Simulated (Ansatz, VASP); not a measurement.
Two plane-wave programs on SnO2

INCAR

```
SYSTEM = SnO2
PREC     = Accurate       ! precision mode
ENCUT    = 600            ! plane-wave cutoff, eV
EDIFF    = 1E-6           ! SCF threshold, eV
ISMEAR   = 0              ! smearing method
SIGMA    = 0.02           ! smearing width, eV
LREAL    = .FALSE.        ! projectors in reciprocal space
LASPH    = .TRUE.         ! aspherical terms in the spheres
NELM     = 120            ! most SCF steps
ALGO     = Normal         ! electronic algorithm
ISIF     = 2              ! what is computed and relaxed
LWAVE    = .FALSE.        ! write WAVECAR
LCHARG   = .FALSE.        ! write CHGCAR
GGA      = PE             ! functional
NBANDS   = 35             ! bands
GGA_COMPAT= .FALSE.
```

The input KPOINTS:

```
regular mesh
0
G
  6 6 8
  0 0 0
```

POSCAR

```
SnO2
1.0
    4.8271903440      0.0000000000      0.0000000000
    0.0000000000      4.8271903440      0.0000000000
    0.0000000000      0.0000000000      3.2381522517
Sn O
2 4
Direct
    0.5000000000      0.5000000000      0.5000000000
    0.0000000000      0.0000000000      0.0000000000
    0.1934234765      0.8065765235      0.5000000000
    0.8065765235      0.1934234765      0.5000000000
    0.3065765235      0.3065765235      0.0000000000
    0.6934234765      0.6934234765      0.0000000000
```

Input for Ansatz:

```yaml
crystal:
  lattice:
    - [4.827190344, 0.0, 0.0]
    - [0.0, 4.827190344, 0.0]
    - [0.0, 0.0, 3.2381522517]
  atoms:
    - { symbol: Sn, position: [0.5, 0.5, 0.5] }
    - { symbol: Sn, position: [0.0, 0.0, 0.0] }
    - { symbol: O, position: [0.1934234765, 0.8065765235, 0.5] }
    - { symbol: O, position: [0.8065765235, 0.1934234765, 0.5] }
    - { symbol: O, position: [0.3065765235, 0.3065765235, 0.0] }
    - { symbol: O, position: [0.6934234765, 0.6934234765, 0.0] }
basis:
  ecutwfc: 420
kpoints:
  mp_grid: { grid: [6, 6, 8] }
  band_path: { path: [VBM, CBM], npoints: 2 }
hamiltonian:
  xc: pbe
scf:
  occupations: { method: gaussian, width: 0.02 }
output:
  forces: true
  stress: true
  eigenvalues: true
checkpoint:
  read: start.run
  write: ck
  compress: false
  write_wavefunctions: false
  write_every: 100000
```

Alike in both runs: task single point; functional PBE; k mesh 6 × 6 × 8; occupations gaussian, width 0.02 eV; no spin polarisation.

|  | VASP | Ansatz |
| --- | --- | --- |
| version | VASP 6.6.1 | Ansatz 0.2.0 |
| potentials or method | VASP PAW PBE potentials, release 64 (Sn_d, O), cutoff 600 eV | scalar-relativistic, plane waves, PAW |
| valence electrons in the cell | 52 | 52 |

Ansatz gave:

- gap on the k mesh at the Fermi level (eV): 0.68
- least direct gap on the mesh (eV): 0.68
- pressure (GPa): 0.0
- traceless stress, the component that is largest in VASP (GPa): -0.01
- rms of the force components (eV/Å): 0.000

**Question.** What did VASP give for the same quantities?

**Answer.** gap on the k mesh at the Fermi level (eV): 0.67; least direct gap on the mesh (eV): 0.67; pressure (GPa): 0.4; traceless stress, the component that is largest in VASP (GPa): 0.18; rms of the force components (eV/Å): 0.008.

Atom by atom the forces differ by 0.008 eV/Å (rms over components).
